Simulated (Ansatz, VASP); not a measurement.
## Two plane-wave programs on GaSb

```
Ga Sb
1.0
     0.00000    3.05900    3.05900
     3.19665    0.00000    3.05900
     3.19665    3.05900    0.00000
Ga Sb
1 1
Direct
  0.00000 0.00000 0.00000
  0.75000 0.75000 0.75000
```

Change from the starting cell: strain +0.0450 x Voigt [1, 0, 0, 0, 0, 0], atoms carried along.

Alike in both runs: task single point; functional r2SCAN; k mesh 10 × 10 × 10; occupations gaussian, width 0.05 eV; no spin polarisation.

|  | VASP | Ansatz |
| --- | --- | --- |
| version | VASP 6.6.1 | Ansatz 0.2.0 |
| potentials or method | VASP PAW PBE potentials, release 64 (Ga_d, Sb), cutoff 520 eV | scalar-relativistic, plane waves, PAW |
| valence electrons in the cell | 18 | 28 |

```csv
,VASP,Ansatz,Ansatz less VASP
pressure (GPa),-1.7,-1.8,-0.06
"traceless stress, the component that is largest in VASP (GPa)",-1.51,-1.53,-0.013
```

VASP's potentials were made for PBE, not for r2SCAN. VASP's potentials hold 18 valence electrons a cell and Ansatz's 28, so a difference there can come from the potentials and not from the codes.

Spin-orbit coupling is off throughout.
